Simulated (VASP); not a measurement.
A run of VASP 6.6.1 is set up as follows.

The input INCAR:

```
PREC = Accurate ; ENCUT = 600
EDIFF = 1E-6 ; ISMEAR = 0
SIGMA = 0.05 ; LREAL = F
LASPH = T ; NELM = 80
ALGO = Normal ; ISIF = 3
LWAVE = F ; LCHARG = F
GGA = PS ; IBRION = 2
NSW = 80 ; EDIFFG = -0.03
```

The input KPOINTS:

```
Automatic mesh
0
Gamma
  8 8 8
```

File POSCAR:

```
Au
1.0
    0.0000000000      2.8000000000      2.8000000000
    2.8000000000      0.0000000000      2.8000000000
    2.8000000000      2.8000000000      0.0000000000
Au
2
Direct
    0.0000000000      0.0000000000      0.0000000000
    0.2500000000      0.2500000000      0.2500000000
```

Potentials or basis: VASP PAW PBE potentials, release 64 (Au).

Run with:

```bash
$ cat potpaw_PBE.64/Au/POTCAR > POTCAR
$ mpirun -np 1 vasp_std > vasp.out
```

(1) What does it give for the relaxed cell?

(2) Estimate the relaxed volume.

(3) Estimate the band gap on the k mesh.

(4) Predict the space group after relaxing (to 0.05 Å).

Answers

(1) a = 4.254 Å, b = 4.254 Å, c = 4.254 Å, α = 60.00°, β = 60.00°, γ = 60.00°.

(2) 27.22 Å³/atom.

(3) zero (band 11 reaches 3.55 eV, above the bottom of band 12 at 2.92 eV).

(4) Fd-3m (No. 227).

Caveat: the volume moved by over 15 % at a fixed basis, so the end points are rough; the PAW data sets were made with another functional, which shifts forces and pressure a little; spin-orbit coupling is left out, which moves the levels of the heavy elements.
